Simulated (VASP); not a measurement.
# Fe (Im-3m) in VASP: further runs

Fe is run at these levels: PBE; tasks: single point.

Program: VASP 6.6.1. These are calculated values, not measurements. Logs are shortened: lines on timing, memory, paths and dates and some standing lists are left out, and cuts for length are marked.

**1. The cell of the first run**

It takes space group Im-3m (No. 229, cubic). The conventional cell has a = 2.361 Å, b = 2.361 Å, c = 2.361 Å, α = 90.00°, β = 90.00°, γ = 90.00°. Fe (site symmetry m-3m) has 14 Fe at 2.04 to 2.36 Å within 2.7 Å.

**2. Single point, PBE, collinear spin, ferromagnetic start (6.58 Å³/atom)**

File INCAR:

```
ALGO     = Normal         # electronic algorithm
EDIFF    = 1E-6           # SCF threshold, eV
ENCUT    = 520            # plane-wave cutoff, eV
GGA      = PE             # functional
ISIF     = 2              # what is computed and relaxed
ISMEAR   = -1             # smearing method
ISPIN    = 2              # spin polarisation
LASPH    = T              # aspherical terms in the spheres
LCHARG   = F              # write CHGCAR
LMAXMIX  = 4              # l up to which the mixer works
LORBIT   = 11             # projections on sites
LREAL    = F              # projectors in reciprocal space
LWAVE    = F              # write WAVECAR
MAGMOM   = 2.5            # initial moments
NBANDS   = 14             # bands
NELM     = 150            # most SCF steps
PREC     = Accurate       # precision mode
SIGMA    = 0.1            # smearing width, eV
```

File KPOINTS:

```
k-points
0
Gamma
  21 21 21
```

File POSCAR:

```
Fe
1.0
   -1.1806107552      1.1806107552      1.1806107552
    1.1806107552     -1.1806107552      1.1806107552
    1.1806107552      1.1806107552     -1.1806107552
Fe
1
Direct
    0.0000000000      0.0000000000      0.0000000000
```

Potentials or basis: VASP PAW PBE potentials, release 64 (Fe).

Launch:

```sh
$ cat potpaw_PBE.64/Fe/POTCAR > POTCAR
$ mpirun -np 1 vasp_std > vasp.out
```

OUTCAR:

```text
EDIFF = 1E-6
   ENCUT = 520
   GGA = PE
   ISIF = 2
   ISMEAR = -1
   ISPIN = 2
   LASPH = T
   LORBIT = 11
   LREAL = F
   NELM = 150
   PREC = Accurate

 ion  position               nearest neighbor table
   1  0.000  0.000  0.000-

  LATTYP: Found a body centered cubic cell.
 ALAT       =     2.3612215104

  Lattice vectors:

 A1 = (  -1.1806107552,   1.1806107552,   1.1806107552)
 A2 = (   1.1806107552,  -1.1806107552,   1.1806107552)
 A3 = (   1.1806107552,   1.1806107552,  -1.1806107552)

Analysis of symmetry for initial positions (statically):
=====================================================================
 Subroutine PRICEL returns:
 Original cell was already a primitive cell.

 Routine SETGRP: Setting up the symmetry group for a
 body centered cubic supercell.

 Subroutine GETGRP returns: Found 48 space group operations
 (whereof 48 operations were pure point group operations)
 out of a pool of 48 trial point group operations.

The static configuration has the point symmetry O_h .

Analysis of symmetry for dynamics (positions and initial velocities):
=====================================================================
 Subroutine PRICEL returns:
 Original cell was already a primitive cell.

 Routine SETGRP: Setting up the symmetry group for a
 body centered cubic supercell.

 Subroutine GETGRP returns: Found 48 space group operations
 (whereof 48 operations were pure point group operations)
 out of a pool of 48 trial point group operations.

The dynamic configuration has the point symmetry O_h .

Analysis of structural, dynamic, and magnetic symmetry:
=====================================================================
 Subroutine PRICEL returns:
 Original cell was already a primitive cell.

 Routine SETGRP: Setting up the symmetry group for a
 body centered cubic supercell.

 Subroutine GETGRP returns: Found 48 space group operations
 (whereof 48 operations were pure point group operations)
 out of a pool of 48 trial point group operations.

The overall configuration has the point symmetry O_h .

 Subroutine INISYM returns: Found 48 space group operations
 (whereof 48 operations are pure point group operations),
 and found     1 'primitive' translations

----------------------------------------------------------------------------------------

                                     Primitive cell

  volume of cell :       6.5823

  direct lattice vectors                    reciprocal lattice vectors
    -1.180610755  1.180610755  1.180610755     0.000000000  0.423509610  0.423509610
[... 115 lines left out ...]
 spin polarized calculation
  energy-cutoff  :      520.00
  volume of cell :        6.58
 maximum number of plane-waves:       185
   NGX =  7   NGY =  7   NGZ =  7

 number of electron       8.0000006 magnetization       0.5821501

 Free energy of the ion-electron system (eV)
  ---------------------------------------------------
  ext. energy  EPLUGINS =         0.00000000
  ---------------------------------------------------
  free energy    TOTEN  =        -4.95965020 eV

  energy without entropy =       -4.90785274  energy(sigma->0) =       -4.93375147

 E-fermi :  13.3820     XC(G=0): -16.5177

 val. band max:       13.3802216659   @ k =   0.2381   0.1429   0.0476
 cond. band min:      13.3881900152   @ k =   0.3333   0.0952   0.0952
 fundamental gap:      0.0079683493
 Fermi energy:        13.3820406042

 spin component 1

 k-point     1 :       0.0000    0.0000    0.0000
  band No.  band energies     occupation
      1       1.7652      1.00000
      2       9.7238      1.00000
      3       9.7238      1.00000
      4       9.7238      1.00000
      5      12.7897      0.99733
      6      12.7897      0.99733
      7      43.7578      0.00000
      8      43.7578      0.00000
      9      43.7578      0.00000
     10      53.8280      0.00000
     11      53.8280      0.00000
     12      60.2618      0.00000
     13      60.2618      0.00000
     14      60.2619      0.00000
[... 379 lines left out ...]
      3       9.0483      1.00000
      4      12.0823      1.00000
      5      12.8121      0.99666
      6      13.2271      0.82478
      7      37.1570      0.00000
      8      39.8121      0.00000
      9      46.0080      0.00000
     10      49.1947      0.00000
     11      53.7476      0.00000
     12      56.6874      0.00000
     13      61.6854      0.00000
     14      63.6692      0.00000

 [... further k-points ...]

 spin component 2

 k-point     1 :       0.0000    0.0000    0.0000
  band No.  band energies     occupation
      1       1.8688      1.00000
      2      10.1596      1.00000
      3      10.1596      1.00000
      4      10.1596      1.00000
      5      13.6771      0.04973
      6      13.6771      0.04972
      7      43.7362      0.00000
      8      43.7362      0.00000
      9      43.7362      0.00000
     10      54.0079      0.00000
     11      54.0079      0.00000
     12      60.8742      0.00000
     13      60.8742      0.00000
     14      60.8742      0.00000
[... 379 lines left out ...]
      3       9.4644      1.00000
      4      12.8480      0.99523
      5      13.2841      0.72702
      6      14.1008      0.00076
      7      37.3987      0.00000
      8      39.9586      0.00000
      9      46.0553      0.00000
     10      49.4489      0.00000
     11      53.9025      0.00000
     12      56.9761      0.00000
     13      61.8806      0.00000
     14      63.9876      0.00000

 [... further k-points ...]
[... 5 lines left out ...]
  --------------------------------------------------------------------------------------
  -------------------------------------------------------------------------------------
  Total       14.8556968     14.8556968     14.8556968      0.0000000      0.0000000     -0.0000000
  in kB     3615.9582851   3615.9582851   3615.9582851      0.0000000      0.0000000     -0.0000000
  external PRESSURE =    3615.9582851 kB  Pullay stress =       0.0000000 kB

 VOLUME and BASIS-vectors are now :
 -----------------------------------------------------------------------------
  energy-cutoff  :      520.00
  volume of cell :        6.58
      direct lattice vectors                 reciprocal lattice vectors
    -1.180610755  1.180610755  1.180610755     0.000000000  0.423509610  0.423509610
     1.180610755 -1.180610755  1.180610755     0.423509610  0.000000000  0.423509610
     1.180610755  1.180610755 -1.180610755     0.423509610  0.423509610  0.000000000

 POSITION                                       TOTAL-FORCE (eV/Angst)
 -----------------------------------------------------------------------------------
      0.00000      0.00000      0.00000         0.000000     -0.000000      0.000000
 -----------------------------------------------------------------------------------
    total drift:                                0.000000     -0.000000     -0.000000

  FREE ENERGIE OF THE ION-ELECTRON SYSTEM (eV)
  ---------------------------------------------------
  free  energy   TOTEN  =        -4.9596501952 eV

  energy  without entropy=       -4.9078527360  energy(sigma->0) =       -4.93375147

 total charge

# of ion       s       p       d       tot
------------------------------------------
    1        0.807   1.196   7.128   9.131

 magnetization (x)

# of ion       s       p       d       tot
------------------------------------------
    1       -0.007  -0.024   0.578   0.548
```

OSZICAR:

```text
N       E                     dE             d eps       ncg     rms          rms(c)
DAV:   1     0.247709867915E+02    0.24771E+02   -0.38354E+03 18396   0.815E+02
DAV:   2    -0.461199186603E+01   -0.29383E+02   -0.27560E+02 18008   0.142E+02
DAV:   3    -0.527575886201E+01   -0.66377E+00   -0.65909E+00 20240   0.210E+01
DAV:   4    -0.527683017483E+01   -0.10713E-02   -0.10712E-02 18620   0.775E-01
DAV:   5    -0.527683152552E+01   -0.13507E-05   -0.13500E-05 20216   0.269E-02    0.270E+01
DAV:   6    -0.507374518055E+01    0.20309E+00   -0.17724E+00 20750   0.167E+01    0.111E+01
DAV:   7    -0.497326842471E+01    0.10048E+00   -0.18583E-01 19572   0.405E+00    0.674E+00
DAV:   8    -0.496589081557E+01    0.73776E-02   -0.38987E-03 20458   0.652E-01    0.195E+00
DAV:   9    -0.495874629260E+01    0.71445E-02   -0.27831E-03 20780   0.634E-01    0.538E-01
DAV:  10    -0.495894170296E+01   -0.19541E-03   -0.12547E-03 21738   0.389E-01    0.168E-01
DAV:  11    -0.495928014410E+01   -0.33844E-03   -0.59052E-04 21974   0.215E-01    0.102E-01
DAV:  12    -0.495937055047E+01   -0.90406E-04   -0.90601E-05 23076   0.108E-01    0.620E-02
DAV:  13    -0.495950678568E+01   -0.13624E-03   -0.37419E-04 21790   0.206E-01    0.520E-02
DAV:  14    -0.495964033619E+01   -0.13355E-03   -0.13955E-03 21810   0.384E-01    0.157E-02
DAV:  15    -0.495964953352E+01   -0.91973E-05   -0.39994E-05 24398   0.655E-02    0.639E-03
DAV:  16    -0.495965019520E+01   -0.66168E-06   -0.41237E-06 18078   0.207E-02
   1 F= -.49596502E+01 E0= -.49337515E+01  d E =-.517975E-01  mag=     0.5770
```

Run time: 80 s. Hardware: 1 thread of AMD EPYC 7R13, shared host; peak memory 0.12 GiB.

Results:

```yaml
Free_energy: -4.9597 eV
Pressure: 361.6 GPa
Net_moment: 0.58 μB per cell
Site_moments: Fe +0.55 μB
```

Levels at points of the mesh, in eV from the Fermi level:
Spin up:
| k point | band 1 | band 2 | band 3 | band 4 | band 5 | band 6 | band 7 | band 8 | band 9 |
| --- | --- | --- | --- | --- | --- | --- | --- | --- | --- |
| (0.00, 0.00, 0.00) | -11.62 | -3.66 | -3.66 | -3.66 | -0.59 | -0.59 | 30.38 | 30.38 | 30.38 |
Spin down:
```tsv
k point	band 2	band 3	band 4	band 5	band 6	band 7
(0.00, 0.00, 0.00)	-3.22	-3.22	-3.22	0.30	0.30	30.35
```

Caveat: the cell stands under pressure.

**3. Single point, PBE, collinear spin, ferromagnetic start (7.72 Å³/atom)**

This run uses another cell than the first one, of 7.72 Å³/atom.

File INCAR:

```
PREC = Accurate
ENCUT = 520
EDIFF = 1E-7
ISMEAR = -1
SIGMA = 0.1
LREAL = False
LASPH = True
NELM = 150
ALGO = Normal
ISIF = 2
LWAVE = False
LCHARG = False
ISPIN = 2
MAGMOM = 2.5
LORBIT = 11
LMAXMIX = 4
GGA = PE
NBANDS = 14
```

File KPOINTS:

```
regular mesh
0
Gamma
  21 21 21
```

File POSCAR:

```
Fe
1.0
   -1.2448978255      1.2448978255      1.2448978255
    1.2448978255     -1.2448978255      1.2448978255
    1.2448978255      1.2448978255     -1.2448978255
Fe
1
Direct
    0.0000000000      0.0000000000      0.0000000000
```

Potentials or basis: VASP PAW PBE potentials, release 64 (Fe).

Launch:

```sh
$ cat potpaw_PBE.64/Fe/POTCAR > POTCAR
$ mpirun -np 1 vasp_std > vasp.out
```

It took 83 s on 1 thread of AMD EPYC 7R13, shared host; peak memory 0.13 GiB.

Results (log left out):

```yaml
Free_energy: -6.8230 eV
Pressure: 181.4 GPa
Net_moment: 1.36 μB per cell
Site_moments: Fe +1.31 μB
```

Levels at points of the mesh, in eV from the Fermi level:
Spin up:
| k point | band 2 | band 3 | band 4 | band 5 | band 6 | band 7 | band 8 | band 9 |
| --- | --- | --- | --- | --- | --- | --- | --- | --- |
| (0.00, 0.00, 0.00) | -3.24 | -3.24 | -3.24 | -0.98 | -0.98 | 28.75 | 28.75 | 28.75 |
Spin down:
```
           k point  band 1  band 2  band 3  band 4  band 5  band 6  band 7  band 8
(0.00, 0.00, 0.00)  -10.65   -2.17   -2.17   -2.17    0.98    0.98   28.69   28.69
```

Caveat: the cell stands under pressure.

**4. Single point, PBE, collinear spin, ferromagnetic start (8.85 Å³/atom)**

This run uses another cell than the first one, of 8.85 Å³/atom.

INCAR is that of step 3.

File KPOINTS:

```
Automatic mesh
0
Gamma
  21 21 21
```

File POSCAR:

```
Fe
1.0
   -1.3031535906      1.3031535906      1.3031535906
    1.3031535906     -1.3031535906      1.3031535906
    1.3031535906      1.3031535906     -1.3031535906
Fe
1
Direct
    0.0000000000      0.0000000000      0.0000000000
```

Launch:

```sh
$ cat potpaw_PBE.64/Fe/POTCAR > POTCAR
$ mpirun -np 1 vasp_std > vasp.out
```

It took 98 s on 1 thread of AMD EPYC 7R13, shared host; peak memory 0.14 GiB.

Results (log left out):

* Free energy: -7.7324 eV
* Pressure: 85.4 GPa
* Net moment: 1.72 μB per cell
* Site moments: Fe +1.68 μB
* Valence electrons inside the program's atomic spheres: Fe 7.93

Levels at points of the mesh, in eV from the Fermi level:
Spin up:
| k point | band 2 | band 3 | band 4 | band 5 | band 6 | band 7 | band 8 | band 9 |
| --- | --- | --- | --- | --- | --- | --- | --- | --- |
| (0.00, 0.00, 0.00) | -2.89 | -2.89 | -2.89 | -1.09 | -1.09 | 27.37 | 27.37 | 27.37 |
Spin down:
```csv
k point,band 1,band 2,band 3,band 4,band 5,band 6,band 7,band 8
"(0.00, 0.00, 0.00)",-9.84,-1.49,-1.49,-1.49,1.24,1.24,27.26,27.26
```

Caveat: the cell stands under pressure.

**5. Single point, PBE, collinear spin, ferromagnetic start (9.99 Å³/atom)**

This run uses another cell than the first one, of 9.99 Å³/atom.

File INCAR:

```
SYSTEM = Fe
PREC = Accurate ; ENCUT = 520
EDIFF = 1E-6 ; ISMEAR = -1
SIGMA = 0.1 ; LREAL = .False.
LASPH = .True. ; NELM = 150
ALGO = Normal ; ISIF = 2
LWAVE = .False. ; LCHARG = .False.
ISPIN = 2 ; MAGMOM = 2.5
LORBIT = 11 ; LMAXMIX = 4
GGA = PE ; NBANDS = 14
```

File KPOINTS:

```
regular mesh
0
Gamma
  21 21 21
  0 0 0
```

File POSCAR:

```
Fe
1.0
   -1.3566202482      1.3566202482      1.3566202482
    1.3566202482     -1.3566202482      1.3566202482
    1.3566202482      1.3566202482     -1.3566202482
Fe
1
Direct
    0.0000000000      0.0000000000      0.0000000000
```

Launch:

```sh
$ cat potpaw_PBE.64/Fe/POTCAR > POTCAR
$ mpirun -np 1 vasp_std > vasp.out
```

It took 1.7 min on 1 thread of AMD EPYC 7R13, shared host; peak memory 0.14 GiB.

It converged, with:

```yaml
Free_energy: -8.1343 eV
Pressure: 33.3 GPa
Band_gap_on_the_k_mesh: zero (filled and empty bands overlap)
Net_moment: 1.97 μB per cell
Site_moments: Fe +1.94 μB
Valence_electrons_inside_the_program's_atomic_spheres: Fe 7.57
```

Levels at points of the mesh, in eV from the Fermi level:
Spin up:
```csv
k point,band 1,band 2,band 3,band 4,band 5,band 6,band 7,band 8,band 9,band 10
"(0.00, 0.00, 0.00)",-9.30,-2.62,-2.62,-2.62,-1.14,-1.14,26.20,26.20,26.20,32.18
```
Spin down:
| k point | band 1 | band 2 | band 3 | band 4 | band 5 | band 6 |
| --- | --- | --- | --- | --- | --- | --- |
| (0.00, 0.00, 0.00) | -9.10 | -0.96 | -0.96 | -0.96 | 1.44 | 1.44 |

Caveat: the cell stands under pressure.

**6. Single point, PBE, collinear spin, ferromagnetic start**

This run uses another cell than the first one, of 11.35 Å³/atom.

File INCAR:

```
PREC     = Accurate       # precision mode
ENCUT    = 520            # plane-wave cutoff, eV
EDIFF    = 1E-6           # SCF threshold, eV
ISMEAR   = -1             # smearing method
SIGMA    = 0.1            # smearing width, eV
LREAL    = False          # projectors in reciprocal space
LASPH    = True           # aspherical terms in the spheres
NELM     = 150            # most SCF steps
ALGO     = Normal         # electronic algorithm
ISIF     = 2              # what is computed and relaxed
LWAVE    = False          # write WAVECAR
LCHARG   = False          # write CHGCAR
ISPIN    = 2              # spin polarisation
MAGMOM   = 2.5            # initial moments
LORBIT   = 11             # projections on sites
LMAXMIX  = 4              # l up to which the mixer works
GGA      = PE             # functional
NBANDS   = 14             # bands
```

File KPOINTS:

```
Automatic mesh
0
Gamma
  21 21 21
```

File POSCAR:

```
Fe
1.0
   -1.4156766560      1.4156766560      1.4156766560
    1.4156766560     -1.4156766560      1.4156766560
    1.4156766560      1.4156766560     -1.4156766560
Fe
1
Direct
    0.0000000000      0.0000000000      0.0000000000
```

Potentials or basis: VASP PAW PBE potentials, release 64 (Fe).

Launch:

```sh
$ cat potpaw_PBE.64/Fe/POTCAR > POTCAR
$ mpirun -np 1 vasp_std > vasp.out
```

Run time: 76 s. Hardware: 1 thread of AMD EPYC 7R13, shared host; peak memory 0.15 GiB.

The run converged. Its results:

```
Free energy                                           : -8.2585 eV
Pressure                                              : -0.4 GPa
Net moment                                            : 2.17 μB per cell
Site moments                                          : Fe +2.17 μB
Valence electrons inside the program's atomic spheres : Fe 7.27
```

Levels at points of the mesh, in eV from the Fermi level:
Spin up:
| k point | band 1 | band 2 | band 3 | band 4 | band 5 | band 6 | band 7 | band 8 | band 9 | band 10 |
| --- | --- | --- | --- | --- | --- | --- | --- | --- | --- | --- |
| (0.00, 0.00, 0.00) | -8.45 | -2.31 | -2.31 | -2.31 | -1.10 | -1.10 | 25.02 | 25.02 | 25.02 | 30.11 |
Spin down:
```
           k point  band 1  band 2  band 3  band 4  band 5  band 6  band 7  band 8
(0.00, 0.00, 0.00)   -8.29   -0.42   -0.42   -0.42    1.64    1.64   24.77   24.77
```

**7. Overview**

| cell | gap on the mesh (eV) | pressure (GPa) | moment (μB) |
| --- | --- | --- | --- |
| a = 2.045 Å, angles 109.5°, 1 atom | none | 361.6 | 0.58 |
| a = 2.156 Å, angles 109.5°, 1 atom | none | 181.4 | 1.36 |
| a = 2.257 Å, angles 109.5°, 1 atom | none | 85.4 | 1.72 |
| a = 2.350 Å, angles 109.5°, 1 atom | none | 33.3 | 1.97 |
| a = 2.452 Å, angles 109.5°, 1 atom | none | -0.4 | 2.17 |

Alike in all rows: task single point; level PBE; potentials or basis VASP PAW PBE potentials, release 64 (Fe); spin collinear, ferromagnetic start; k mesh 21 × 21 × 21; cutoff (eV) 520; smearing fermi-dirac 0.1 eV.

Caveats: the cell stands under pressure (at least some runs).

Total energies depend on the potentials used, so only differences within one code and one set of settings carry meaning.
